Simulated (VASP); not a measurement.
# ZnF2 (P4_2/mnm) in VASP: further runs

The runs below take ZnF2 through relaxation of the atoms, with LDA.

Everything below comes from runs of VASP 6.6.1. Logs are shortened: lines on timing, memory, paths and dates and some standing lists are left out, and cuts for length are marked.

## 1. The cell of the first run

The structure is tetragonal, space group P4_2/mnm (No. 136). Conventional cell: a = 4.600 Å, b = 4.600 Å, c = 3.067 Å, α = 90.00°, β = 90.00°, γ = 90.00°. Zn (site symmetry mmm) has 6 F at 1.97 to 2.00 Å within 2.6 Å. Within 2.6 Å of F (site symmetry m2m) lie 3 Zn at 1.97 to 2.00 Å and 1 F at 2.56 Å.

## 2. Relaxation of the atoms, LDA (10.82 Å³/atom)

Contents of INCAR:

```
SYSTEM = ZnF2
ALGO = Normal ; EDIFF = 1E-7
EDIFFG = -0.002 ; ENCUT = 520
GGA_COMPAT = .False. ; IBRION = 2
ISIF = 2 ; ISMEAR = 0
LASPH = .True. ; LCHARG = .False.
LREAL = .False. ; LWAVE = .False.
NELM = 120 ; NELMIN = 4
NSW = 100 ; PREC = Accurate
SIGMA = 0.01
```

Contents of KPOINTS:

```
k-points
0
Gamma
  4 4 6
  0 0 0
```

Contents of POSCAR:

```
ZnF2
1.0
    4.5995901601      0.0000000000      0.0000000000
    0.0000000000      4.5995901601      0.0000000000
    0.0000000000      0.0000000000      3.0672543084
Zn F
2 4
Direct
    0.0000000000      0.0000000000      0.0000000000
    0.5000000000      0.5000000000      0.5000000000
    0.3032744591      0.3032744591      0.0000000000
    0.1967255409      0.8032744591      0.5000000000
    0.6967255409      0.6967255409      0.0000000000
    0.8032744591      0.1967255409      0.5000000000
```

Potentials or basis: VASP PAW LDA potentials, release 64 (Zn, F).

Command:

```
$ cat potpaw_LDA.64/Zn/POTCAR potpaw_LDA.64/F/POTCAR > POTCAR
$ mpirun -np 1 vasp_std > vasp.out
```

OUTCAR:

```text
SYSTEM = ZnF2
   EDIFF = 1E-7
   EDIFFG = -0.002
   ENCUT = 520
   IBRION = 2
   ISIF = 2
   ISMEAR = 0
   LASPH = .True.
   LREAL = .False.
   NELM = 120
   NELMIN = 4
   NSW = 100
   PREC = Accurate

 ion  position               nearest neighbor table
   1  0.000  0.000  0.000-   3 1.97   5 1.97   4 2.00   6 2.00   4 2.00   6 2.00
   2  0.500  0.500  0.500-   4 1.97   6 1.97   5 2.00   3 2.00   3 2.00   5 2.00
   3  0.303  0.303  0.000-   1 1.97   2 2.00   2 2.00
   4  0.197  0.803  0.500-   2 1.97   1 2.00   1 2.00
   5  0.697  0.697  0.000-   1 1.97   2 2.00   2 2.00
   6  0.803  0.197  0.500-   2 1.97   1 2.00   1 2.00

  LATTYP: Found a simple tetragonal cell.
 ALAT       =     4.5995901601
 C/A-ratio  =     0.6668538286

  Lattice vectors:

 A1 = (   4.5995901601,   0.0000000000,   0.0000000000)
 A2 = (   0.0000000000,   4.5995901601,   0.0000000000)
 A3 = (   0.0000000000,   0.0000000000,   3.0672543084)

Analysis of symmetry for initial positions (statically):
=====================================================================
 Subroutine PRICEL returns:
 Original cell was already a primitive cell.

 Routine SETGRP: Setting up the symmetry group for a
 simple tetragonal supercell.

 Subroutine GETGRP returns: Found 16 space group operations
 (whereof  8 operations were pure point group operations)
 out of a pool of 16 trial point group operations.

The static configuration has the point symmetry D_2h.
 The point group associated with its full space group is D_4h.

Analysis of symmetry for dynamics (positions and initial velocities):
=====================================================================
 Subroutine PRICEL returns:
 Original cell was already a primitive cell.

 Routine SETGRP: Setting up the symmetry group for a
 simple tetragonal supercell.

 Subroutine GETGRP returns: Found 16 space group operations
 (whereof  8 operations were pure point group operations)
 out of a pool of 16 trial point group operations.

The dynamic configuration has the point symmetry D_2h.
 The point group associated with its full space group is D_4h.

 Subroutine INISYM returns: Found 16 space group operations
 (whereof  8 operations are pure point group operations),
 and found     1 'primitive' translations

----------------------------------------------------------------------------------------

                                     Primitive cell

  volume of cell :      64.8915

  direct lattice vectors                    reciprocal lattice vectors
     4.599590160  0.000000000  0.000000000     0.217410675  0.000000000  0.000000000
     0.000000000  4.599590160  0.000000000     0.000000000  0.217410675  0.000000000
     0.000000000  0.000000000  3.067254308     0.000000000  0.000000000  0.326024483

  length of vectors
     4.599590160  4.599590160  3.067254308     0.217410675  0.217410675  0.326024483

  position of ions in fractional coordinates (direct lattice)
     0.000000000  0.000000000  0.000000000
     0.500000000  0.500000000  0.500000000
     0.303274459  0.303274459  0.000000000
     0.196725541  0.803274459  0.500000000
     0.696725541  0.696725541  0.000000000
     0.803274459  0.196725541  0.500000000

  ion indices of the primitive-cell ions
   primitive index   ion index
                 1           1
                 2           2
                 3           3
                 4           4
                 5           5
                 6           6

----------------------------------------------------------------------------------------

 KPOINTS: k-points

Automatic generation of k-mesh.
 Grid dimensions read from file:
 generate k-points for:    4    4    6

 Generating k-lattice:

  Cartesian coordinates                     Fractional coordinates (reciprocal lattice)
     0.054352669  0.000000000  0.000000000     0.250000000  0.000000000  0.000000000
     0.000000000  0.054352669  0.000000000     0.000000000  0.250000000  0.000000000
     0.000000000  0.000000000  0.054337414     0.000000000  0.000000000  0.166666667

  Length of vectors
     0.054352669  0.054352669  0.054337414

  Shift w.r.t. Gamma in fractional coordinates (k-lattice)
     0.000000000  0.000000000  0.000000000

 Subroutine IBZKPT returns following result:
 ===========================================

 Found     24 irreducible k-points:

 Following reciprocal coordinates:
            Coordinates               Weight
  0.000000  0.000000  0.000000      1.000000
  0.250000  0.000000  0.000000      4.000000
  0.500000  0.000000  0.000000      2.000000
  0.250000  0.250000  0.000000      4.000000
  0.500000  0.250000  0.000000      4.000000
  0.500000  0.500000  0.000000      1.000000
[... 16 lines left out ...]
  0.500000  0.250000  0.500000      4.000000
  0.500000  0.500000  0.500000      1.000000
   k-points           NKPTS =     24   k-points in BZ     NKDIM =     24   number of bands    NBANDS=     31
   number of dos      NEDOS =    301   number of ions     NIONS =      6
   total plane-waves  NPLWV =  31104
   dimension x,y,z NGX =    36 NGY =   36 NGZ =   24
   dimension x,y,z NGXF=    72 NGYF=   72 NGZF=   48
   ions per type =               2   4
   NGX,Y,Z   is equivalent  to a cutoff of  13.01, 13.01, 13.01 a.u.
   NGXF,Y,Z  is equivalent  to a cutoff of  26.02, 26.02, 26.02 a.u.
 SYSTEM =  ZnF2
   PREC   = accura    normal or accurate (medium, high low for compatibility)
   ISTART =      0    job   : 0-new  1-cont  2-samecut
   ICHARG =      2    charge: 1-file 2-atom 10-const
   ISPIN  =      1    spin polarized calculation?
   LNONCOLLINEAR =      F non collinear calculations
   LSORBIT =      F    spin-orbit coupling
   LASPH  =      T    aspherical Exc in radial PAW
   ENCUT  =  520.0 eV  38.22 Ry    6.18 a.u.   8.55  8.55  5.70*2*pi/ulx,y,z
   NELM   =    120;   NELMIN=  4; NELMDL= -5     # of ELM steps
   EDIFF  = 0.1E-06   stopping-criterion for ELM
   LREAL  =      F    real-space projection
   EDIFFG = -.2E-02   stopping-criterion for IOM
   NSW    =    100    number of steps for IOM
   IBRION =      2    ionic relax: 0-MD 1-quasi-New 2-CG
   NFREE  =      1    steps in history (QN), initial steepest desc. (CG)
   ISIF   =      2    stress and relaxation
   ISYM   =      2    0-nonsym 1-usesym 2-fastsym
   POTIM  = 0.5000    time-step for ionic-motion
   TEBEG  =    0.0;   TEEND  =   0.0 temperature during run
   PSTRESS=    0.0 pullay stress
   NELECT =      52.0000    total number of electrons
   NUPDOWN=      -1.0000    fix difference up-down
   EMIN   =  10.00;   EMAX   =-10.00  energy-range for DOS
   EFERMI =   0.00;   METHOD = LEGACY
   ISMEAR =     0;   SIGMA  =   0.01  broadening in eV -4-tet -1-fermi 0-gaus
   EFERMI_NEDOS =   21; number of points for ismear=-14 and -15
   IALGO  =     38    algorithm
   IMIX   =      4    mixing-type and parameters
     AMIX     =   0.40;   BMIX     =  1.00
     AMIX_MAG =   1.60;   BMIX_MAG =  1.00
  volume/ion in A,a.u.               =      10.82        72.98
  Fermi-wavevector in a.u.,A,eV,Ry     =   1.520594  2.873506 31.459472  2.312206
  Thomas-Fermi vector in A             =   2.629423
   LORBIT       =      0    0 simple, 1 ext, 2 COOP (PROOUT), +10 PAW based schemes
   GGA     = CA    functional components
   LHFCALC =     F    Hartree Fock is set to
   AEXX    =    0.0000 exact exchange contribution
   IVDW    =     0    specifies the selected vdW correction
   LEPSILON=     F    determine dielectric tensor
   LRPA    =     F    only Hartree local field effects (RPA)
 conjugate gradient relaxation of ions
 non-spin polarized calculation
 Gauss-broadening in eV      SIGMA  =   0.01
  energy-cutoff  :      520.00
  volume of cell :       64.89
 maximum number of plane-waves:      1772
 NGX is ok and might be reduce to    36
   NGX = 17   NGY = 17   NGZ = 11

--------------------------------------- Ionic step        1  -------------------------------------------

 number of electron      52.0000015 magnetization

 Free energy of the ion-electron system (eV)
  ---------------------------------------------------
  ext. energy  EPLUGINS =         0.00000000
  ---------------------------------------------------
  free energy    TOTEN  =       -27.01230002 eV

  energy without entropy =      -27.01230002  energy(sigma->0) =      -27.01230002

------------------------ aborting loop because EDIFF is reached ----------------------------------------

  FORCE on cell =-STRESS in cart. coord.  units (eV):
  Direction    XX          YY          ZZ          XY          YZ          ZX
  --------------------------------------------------------------------------------------
  -------------------------------------------------------------------------------------
  Total        1.3908720      1.3908720      1.7934915     -0.0000000      0.0000000      0.0000000
  in kB       34.3407433     34.3407433     44.2814518     -0.0000000      0.0000000      0.0000000
  external PRESSURE =      37.6543128 kB  Pullay stress =       0.0000000 kB
[... 105 lines left out ...]
  energy  without entropy=      -27.0127487394  energy(sigma->0) =      -27.01274874

--------------------------------------- Ionic step        4  -------------------------------------------

 number of electron      52.0000004 magnetization

 Free energy of the ion-electron system (eV)
  ---------------------------------------------------
  ext. energy  EPLUGINS =         0.00000000
  ---------------------------------------------------
  free energy    TOTEN  =       -27.01275107 eV

  energy without entropy =      -27.01275107  energy(sigma->0) =      -27.01275107

 E-fermi :  -0.6211     XC(G=0): -11.3665

 val. band max:       -0.7585935763   @ k =   0.0000   0.0000   0.0000
 cond. band min:       2.6618142159   @ k =   0.0000   0.0000   0.0000
 fundamental gap:      3.4204077923
 Fermi energy:        -0.6211275856

 k-point     1 :       0.0000    0.0000    0.0000
  band No.  band energies     occupation
      1     -22.8986      2.00000
      2     -21.9247      2.00000
      3     -21.9247      2.00000
      4     -21.8785      2.00000
      5      -7.8045      2.00000
      6      -6.7469      2.00000
[... 838 lines left out ...]
  FREE ENERGIE OF THE ION-ELECTRON SYSTEM (eV)
  ---------------------------------------------------
  free  energy   TOTEN  =       -27.0127510658 eV

  energy  without entropy=      -27.0127510658  energy(sigma->0) =      -27.01275107

 reached required accuracy - stopping structural energy minimisation
```

Run time: 45 s. Hardware: 1 thread of Intel Xeon 6975P-C (Granite Rapids), shared host; peak memory 0.17 GiB.

What came out:

```
Free energy               : -27.0128 eV
Energy gained by relaxing : 0.1 meV/atom
Ionic steps               : 4
Pressure after relaxing   : 3.7 GPa
Band gap on the k mesh    : 3.42 eV
```

Step by step:
```tsv
step	energy change (eV)	largest force (eV/Å)	pressure (GPa)
1	0.0000	0.0484	3.77
2	-0.0003	0.0238	3.75
3	-0.0004	0.0032	3.70
4	-0.0005	0.0003	3.71
```

Final structure:
```xyz
6
Lattice="4.5996 0.0000 0.0000 0.0000 4.5996 0.0000 0.0000 0.0000 3.0673" Properties=species:S:1:pos:R:3 pbc="T T T"
Zn    0.0000    0.0000    3.0673
Zn    2.2998    2.2998    1.5336
F     1.3917    1.3917    3.0673
F     0.9081    3.6915    1.5336
F     3.2079    3.2079    0.0000
F     3.6915    0.9081    1.5336
```

## 3. Relaxation of the atoms, LDA (11.26 Å³/atom)

This run uses another cell than the first one, of 11.26 Å³/atom.

Contents of INCAR:

```
SYSTEM = ZnF2
ALGO     = Normal         ! electronic algorithm
EDIFF    = 1E-7           ! SCF threshold, eV
EDIFFG   = -0.002         ! ionic threshold
ENCUT    = 520            ! plane-wave cutoff, eV
GGA_COMPAT= .FALSE.      
IBRION   = 2              ! ionic algorithm
ISIF     = 2              ! what is computed and relaxed
ISMEAR   = 0              ! smearing method
LASPH    = .TRUE.         ! aspherical terms in the spheres
LCHARG   = .FALSE.        ! write CHGCAR
LREAL    = .FALSE.        ! projectors in reciprocal space
LWAVE    = .FALSE.        ! write WAVECAR
NELM     = 120            ! most SCF steps
NELMIN   = 4            
NSW      = 100            ! ionic steps
PREC     = Accurate       ! precision mode
SIGMA    = 0.01           ! smearing width, eV
```

Contents of KPOINTS:

```
k-points
0
G
  4 4 6
  0 0 0
```

POSCAR: that of step 2 with these lines changed.

```diff
@@ -2,5 +2,5 @@
 1.0
-    4.5995901601      0.0000000000      0.0000000000
-    0.0000000000      4.5995901601      0.0000000000
-    0.0000000000      0.0000000000      3.0672543084
+    4.6613369933      0.0000000000      0.0000000000
+    0.0000000000      4.6613369933      0.0000000000
+    0.0000000000      0.0000000000      3.1084304206
 Zn F
```

Potentials or basis: VASP PAW LDA potentials, release 64 (Zn, F).

Command:

```
$ cat potpaw_LDA.64/Zn/POTCAR potpaw_LDA.64/F/POTCAR > POTCAR
$ mpirun -np 1 vasp_std > vasp.out
```

It took 50 s on 1 thread of Intel Xeon 6975P-C (Granite Rapids), shared host; peak memory 0.17 GiB.

It converged, with:

* Free energy: -27.0331 eV
* Energy gained by relaxing: 0.0 meV/atom
* Ionic steps: 4
* Pressure after relaxing: -1.8 GPa
* Band gap on the k mesh: 3.37 eV

Stress tensor (GPa, compression positive):
```
-1.75  0.00  0.00
 0.00 -1.75  0.00
 0.00  0.00 -1.86
```

Final structure:
```yaml
crystal:
  lattice:
    - [4.66134, 0.00000, 0.00000]
    - [0.00000, 4.66134, 0.00000]
    - [0.00000, 0.00000, 3.10843]
  atoms:
    - { symbol: Zn, position: [0.00000, 0.00000, 0.00000] }
    - { symbol: Zn, position: [0.50000, 0.50000, 0.50000] }
    - { symbol: F, position: [0.30363, 0.30363, 0.00000] }
    - { symbol: F, position: [0.19637, 0.80363, 0.50000] }
    - { symbol: F, position: [0.69637, 0.69637, 0.00000] }
    - { symbol: F, position: [0.80363, 0.19637, 0.50000] }
```

Levels at points of the mesh, in eV from the valence-band top:
```
           k point  band 22  band 23  band 24  band 25  band 26  band 27  band 28  band 29  band 30  band 31
(0.00, 0.00, 0.00)    -1.64    -1.26    -0.35    -0.35     0.00     3.37     9.33     9.38     9.38    13.16
(0.50, 0.00, 0.00)    -1.70    -0.67    -0.67    -0.45    -0.45     6.03     6.03    10.31    10.31    12.84
(0.50, 0.50, 0.00)    -1.62    -1.32    -1.32    -0.37    -0.37     7.02     7.02     8.96     8.96    14.35
(0.00, 0.00, 0.50)    -1.44    -1.36    -1.36    -1.29    -1.29     8.23     8.23    11.78    11.78    12.93
(0.50, 0.00, 0.50)    -1.91    -1.40    -1.40    -0.06    -0.06     8.78     8.78    10.15    10.15    13.75
(0.50, 0.50, 0.50)    -1.57    -1.29    -1.29    -0.84    -0.84     8.06     8.06    11.18    11.18    12.19
```
